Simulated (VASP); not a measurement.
MgB2: relaxation of cell and atoms with PBEsol+D3(BJ)

Crystal: MgB2.

```
Mg B
1.0
     3.08500    0.00000    0.00000
    -1.54250    2.67169    0.00000
     0.00000    0.00000    3.52300
Mg B
1 2
Direct
  0.00000 0.00000 0.00000
  0.66667 0.33333 0.50000
  0.33333 0.66667 0.50000
```

- Program: VASP 6.6.1
- Task: relaxation of cell and atoms
- Functional: PBEsol
- Dispersion: D3(BJ)
- Potentials or basis: VASP PAW PBE potentials, release 64 (Mg, B)
- Cutoff: 600 eV
- k mesh: 10 × 10 × 8
- Occupations: fermi-dirac, width 0.05 eV
- Spin: no spin polarisation
- Dipole correction: no
- Further INCAR settings: ALGO = Normal; EDIFF = 1e-06; IBRION = 2; EDIFFG = -0.01; NSW = 60; ISIF = 3

```yaml
Relaxed_volume: 9.20 Å³/atom
Relaxed_cell: a = 3.048 Å, b = 3.048 Å, c = 3.432 Å, α = 90.00°, β = 90.00°, γ = 120.00°
Space_group_after_relaxing_to_0.05_Å: P6/mmm (No. 191)
Energy_gained_by_relaxing: 10.9 meV/atom
Ionic_steps: 5
Pressure_after_relaxing: 0.0 GPa
Band_gap_on_the_k_mesh: zero (band 4 reaches 6.79 eV, above the bottom of band 5 at 4.11 eV)
Dispersion_energy_per_atom: -0.247 eV
```

The path:
```csv
step,energy change (eV),largest force (eV/Å),pressure (GPa),volume (Å³)
1,0.0000,0.0000,-7.01,29.04
2,-0.0271,0.0000,2.55,27.29
3,-0.0302,0.0000,0.05,27.70
4,-0.0322,0.0000,0.03,27.65
5,-0.0326,0.0000,0.02,27.61
```

Final structure:
```
Mg B
1.0
     3.04785    0.00000    0.00000
    -1.52393    2.63952    0.00000
     0.00000    0.00000    3.43239
Mg B
1 2
Direct
  0.00000 0.00000 0.00000
  0.66667 0.33333 0.50000
  0.33333 0.66667 0.50000
```

Levels at points of the mesh, in eV from the Fermi level:
```
           k point  band 2  band 3  band 4  band 5  band 6  band 7
(0.00, 0.00, 0.00)   -2.94    0.30    0.30    1.91    6.31    6.31
(0.50, 0.00, 0.00)   -8.11   -2.32    0.24    3.22    3.80    5.67
(0.00, 0.00, 0.50)   -7.71    0.73    0.73    6.64    6.64    8.03
(0.50, 0.00, 0.50)   -7.12   -3.78   -2.00   -1.43    5.87    9.04
```

Wall time 29 s on 1 thread of Intel(R) Xeon(R) 6975P-C (Granite Rapids) (shared host), peak memory 0.18 GiB.

Caveat: the PAW data sets were made with another functional, which shifts forces and pressure a little; pairwise dispersion overbinds metals, which lowers pressure and volume.
